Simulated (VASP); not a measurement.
# PtSe2 in VASP: a series of runs

Runs on PtSe2. Level: PBE+D3(BJ). Tasks: single point.

All numbers are computed with VASP 6.6.1; they aren't measurements. Logs are shortened: lines on timing, memory, paths and dates and some standing lists are left out, and cuts for length are marked.

### Step 1. The cell of the first run

The cell holds a slab with vacuum, 3 atoms: a = 3.756 Å, b = 3.756 Å, c = 31.121 Å, α = 90.00°, β = 90.00°, γ = 120.00°.

### Step 2. Single point, PBE+D3(BJ)

INCAR reads:

```
SYSTEM = PtSe2
  PREC = Accurate
  ENCUT = 400
  EDIFF = 1E-6
  ISMEAR = 0
  SIGMA = 0.02
  LREAL = .False.
  LASPH = .True.
  NELM = 120
  ALGO = Normal
  ISIF = 2
  LWAVE = .False.
  LCHARG = .False.
  LDIPOL = .True.
  IDIPOL = 3
  DIPOL = 0.5 0.5 0.500
  GGA = PE
  IVDW = 12
  NBANDS = 18
  GGA_COMPAT = .False.
  NELMDL = -8
```

KPOINTS reads:

```
regular mesh
0
Gamma
  9 9 1
  0 0 0
```

POSCAR reads:

```
PtSe2
1.0
    3.7560000000      0.0000000000      0.0000000000
   -1.8780000000      3.2527914166      0.0000000000
    0.0000000000      0.0000000000     31.1212903780
Se Pt
2 1
Direct
    0.6666666667      0.3333333333      0.4567016668
    0.3333333333      0.6666666667      0.5432983332
    0.0000000000      0.0000000000      0.5000000000
```

Potentials or basis: VASP PAW PBE potentials, release 64 (Se, Pt).

Command:

```
> cat potpaw_PBE.64/Se/POTCAR potpaw_PBE.64/Pt/POTCAR > POTCAR
> mpirun -np 1 vasp_std > vasp.out
```

OUTCAR:

```text
SYSTEM = PtSe2
   PREC = Accurate
   ENCUT = 400
   EDIFF = 1E-6
   ISMEAR = 0
   LREAL = .False.
   LASPH = .True.
   NELM = 120
   ISIF = 2
   GGA = PE
   IVDW = 12
   NELMDL = -8
 IVDW          = 12

 ion  position               nearest neighbor table
   1  0.667  0.333  0.457-   3 2.55   3 2.55   3 2.55
   2  0.333  0.667  0.543-   3 2.55   3 2.55   3 2.55
   3  0.000  0.000  0.500-   1 2.55   2 2.55   2 2.55   1 2.55   1 2.55   2 2.55

  LATTYP: Found a hexagonal cell.
 ALAT       =     3.7560000000
 C/A-ratio  =     8.2857535618

  Lattice vectors:

 A1 = (   3.7560000000,   0.0000000000,   0.0000000000)
 A2 = (  -1.8780000000,   3.2527914166,   0.0000000000)
 A3 = (   0.0000000000,   0.0000000000,  31.1212903780)

Analysis of symmetry for initial positions (statically):
=====================================================================
 Subroutine PRICEL returns:
 Original cell was already a primitive cell.

 Routine SETGRP: Setting up the symmetry group for a
 hexagonal supercell.

 Subroutine GETGRP returns: Found 12 space group operations
 (whereof 12 operations were pure point group operations)
 out of a pool of 24 trial point group operations.

The static configuration has the point symmetry D_3d.

Analysis of symmetry for dynamics (positions and initial velocities):
=====================================================================
 Subroutine PRICEL returns:
 Original cell was already a primitive cell.

 Routine SETGRP: Setting up the symmetry group for a
 hexagonal supercell.

 Subroutine GETGRP returns: Found 12 space group operations
 (whereof 12 operations were pure point group operations)
 out of a pool of 24 trial point group operations.

The dynamic configuration has the point symmetry D_3d.

 Subroutine INISYM returns: Found 12 space group operations
 (whereof 12 operations are pure point group operations),
 and found     1 'primitive' translations

----------------------------------------------------------------------------------------

                                     Primitive cell

  volume of cell :     380.2239

  direct lattice vectors                    reciprocal lattice vectors
     3.756000000  0.000000000  0.000000000     0.266240682  0.153714129  0.000000000
    -1.878000000  3.252791417  0.000000000     0.000000000  0.307428258  0.000000000
     0.000000000  0.000000000 31.121290378     0.000000000  0.000000000  0.032132344

  length of vectors
     3.756000000  3.756000000 31.121290378     0.307428258  0.307428258  0.032132344

  position of ions in fractional coordinates (direct lattice)
[... 78 lines left out ...]
   PSTRESS=    0.0 pullay stress
   NELECT =      22.0000    total number of electrons
   NUPDOWN=      -1.0000    fix difference up-down
   EMIN   =  10.00;   EMAX   =-10.00  energy-range for DOS
   EFERMI =   0.00;   METHOD = LEGACY
   ISMEAR =     0;   SIGMA  =   0.02  broadening in eV -4-tet -1-fermi 0-gaus
   EFERMI_NEDOS =   21; number of points for ismear=-14 and -15
   IALGO  =     38    algorithm
   IMIX   =      4    mixing-type and parameters
     AMIX     =   0.40;   BMIX     =  1.00
     AMIX_MAG =   1.60;   BMIX_MAG =  1.00
  volume/ion in A,a.u.               =     126.74       855.29
  Fermi-wavevector in a.u.,A,eV,Ry     =   0.633193  1.196561  5.455025  0.400933
  Thomas-Fermi vector in A             =   1.696766
   LORBIT       =      0    0 simple, 1 ext, 2 COOP (PROOUT), +10 PAW based schemes
   GGA     = PE    functional components
   LHFCALC =     F    Hartree Fock is set to
   AEXX    =    0.0000 exact exchange contribution
   IVDW    =    12    specifies the selected vdW correction
   LEPSILON=     F    determine dielectric tensor
   LRPA    =     F    only Hartree local field effects (RPA)
 non-spin polarized calculation
 Gauss-broadening in eV      SIGMA  =   0.02
  energy-cutoff  :      400.00
  volume of cell :      380.22
 maximum number of plane-waves:      6954
 NGX is ok and might be reduce to    28
   NGX = 13   NGY = 13   NGZ =101

 dipolmoment           0.000000      0.000000      0.000000 electrons x Angstroem

 number of electron      22.0000001 magnetization

 dipolmoment           0.000000      0.000000     -0.000000 electrons x Angstroem

 Free energy of the ion-electron system (eV)
  ---------------------------------------------------
  ext. energy  EPLUGINS =         0.00000000
  ---------------------------------------------------
  free energy    TOTEN  =       -14.27435082 eV

  energy without entropy =      -14.27435082  energy(sigma->0) =      -14.27435082

 E-fermi :  -3.8201     XC(G=0):  -2.1766

 val. band max:       -3.9070614843   @ k =   0.0000   0.0000   0.0000
 cond. band min:      -2.6140719963   @ k =   0.2222  -0.0000   0.0000
 fundamental gap:      1.2929894880
 Fermi energy:        -3.8200506634

 k-point     1 :       0.0000    0.0000    0.0000
  band No.  band energies     occupation
      1     -17.6580      2.00000
      2     -16.0740      2.00000
      3      -8.8184      2.00000
      4      -8.7092      2.00000
      5      -8.7092      2.00000
      6      -6.6020      2.00000
[... 229 lines left out ...]
      5      -8.5324      2.00000
      6      -7.2294      2.00000
[... 10 lines left out ...]
     17       4.8211      0.00000
     18       4.9931      0.00000

------------------------ aborting loop because EDIFF is reached ----------------------------------------

 vacuum level on the upper side and lower side of the slab       (xc-potential included)        -0.009        -0.009

 Edisp (eV)   -0.86829

 E8    (eV) :    -0.3991

  FORCE on cell =-STRESS in cart. coord.  units (eV):
  Direction    XX          YY          ZZ          XY          YZ          ZX
  --------------------------------------------------------------------------------------
  -------------------------------------------------------------------------------------
  Total      -2.03964    -2.03964    -1.50398     0.00000     0.00000    -0.00000
  in kB      -8.59458    -8.59458    -6.33742     0.00000     0.00000    -0.00000
  external pressure =       -7.84 kB  Pullay stress =        0.00 kB

 VOLUME and BASIS-vectors are now :
 -----------------------------------------------------------------------------
  energy-cutoff  :      400.00
  volume of cell :      380.22
      direct lattice vectors                 reciprocal lattice vectors
     3.756000000  0.000000000  0.000000000     0.266240682  0.153714129  0.000000000
    -1.878000000  3.252791417  0.000000000     0.000000000  0.307428258  0.000000000
     0.000000000  0.000000000 31.121290378     0.000000000  0.000000000  0.032132344

 POSITION                                       TOTAL-FORCE (eV/Angst)
 -----------------------------------------------------------------------------------
      1.87800      1.08426     14.21315        -0.000000      0.000000      0.547639
     -0.00000      2.16853     16.90815         0.000000     -0.000000     -0.547639
      0.00000      0.00000     15.56065        -0.000000      0.000000      0.000000
 -----------------------------------------------------------------------------------
    total drift:                               -0.000000      0.000000     -0.000000

  FREE ENERGIE OF THE ION-ELECTRON SYSTEM (eV)
  ---------------------------------------------------
  free  energy   TOTEN  =       -15.1426399214 eV

  energy  without entropy=      -15.1426399214  energy(sigma->0) =      -15.14263992

 vacuum level on the upper side and lower side of the slab         1.762         1.762
```

stdout:

```text
POSCAR found type information on POSCAR SePt
 POSCAR found :  2 types and       3 ions
 scaLAPACK will be used
 LDA part: xc-table for (Slater+PW92), standard interpolation
 POSCAR, INCAR and KPOINTS ok, starting setup
 FFT: planning ... GRIDC
 FFT: planning ... GRID_SOFT
 FFT: planning ... GRID
 WAVECAR not read
 entering main loop
```

It took 3.6 min on 1 thread of Intel Xeon 8259CL, shared host; peak memory 0.45 GiB.

What came out:

```
Free energy                : -15.1426 eV
Largest force              : 0.548 eV/Å
Band gap on the k mesh     : 1.29 eV (least direct gap 1.51 eV)
Dispersion energy per atom : -0.289 eV
```

Forces in eV/Å, atoms in the order of the input:
```
Se   0.000  0.000  0.548
Se   0.000  0.000 -0.548
Pt   0.000  0.000  0.000
```

Caveat: spin-orbit coupling is left out, which moves the levels of the heavy elements.

### Step 3. Single point, PBE+D3(BJ)

INCAR reads:

```
SYSTEM = PtSe2
PREC = Accurate
ENCUT = 400
EDIFF = 1E-6
ISMEAR = 0
SIGMA = 0.02
LREAL = .False.
LASPH = .True.
NELM = 120
ALGO = Normal
ISIF = 2
LWAVE = .False.
LCHARG = .False.
LDIPOL = .True.
IDIPOL = 3
DIPOL = 0.5 0.5 0.500
GGA = PE
IVDW = 12
NBANDS = 18
GGA_COMPAT = .False.
NELMDL = -8
```

KPOINTS is that of step 2.

POSCAR reads:

```
PtSe2
1.0
    3.7560000000      0.0000000000      0.0000000000
   -1.8780000000      3.2527914166      0.0000000000
    0.0000000000      0.0000000000     31.1212903780
Se Pt
2 1
Direct
    0.6666666667      0.3333333333      0.4552235790
    0.3333333333      0.6666666667      0.5447764210
    0.0000000000      0.0000000000      0.5000000000
```

Potentials or basis: VASP PAW PBE potentials, release 64 (Se, Pt).

Command:

```
> cat potpaw_PBE.64/Se/POTCAR potpaw_PBE.64/Pt/POTCAR > POTCAR
> mpirun -np 1 vasp_std > vasp.out
```

Wall time 3.5 min (1 thread of Intel Xeon 8259CL, shared host); peak memory 0.45 GiB.

Results (log left out):

| Quantity | Value |
| --- | --- |
| Free energy | -15.0708 eV |
| Largest force | 1.006 eV/Å |
| Band gap on the k mesh | 1.19 eV (least direct gap 1.39 eV) |
| Dispersion energy per atom | -0.287 eV |

Forces on the atoms (eV/Å):
```
Se   0.000  0.000  1.006
Se   0.000  0.000 -1.006
Pt   0.000  0.000  0.000
```

Levels at points of the mesh, in eV from the valence-band top:
```csv
k point,band 9,band 10,band 11,band 12,band 13,band 14
"(0.00, 0.00, 0.00)",-0.74,0.00,0.00,2.61,2.61,4.26
```

Caveat: spin-orbit coupling is left out, which moves the levels of the heavy elements.
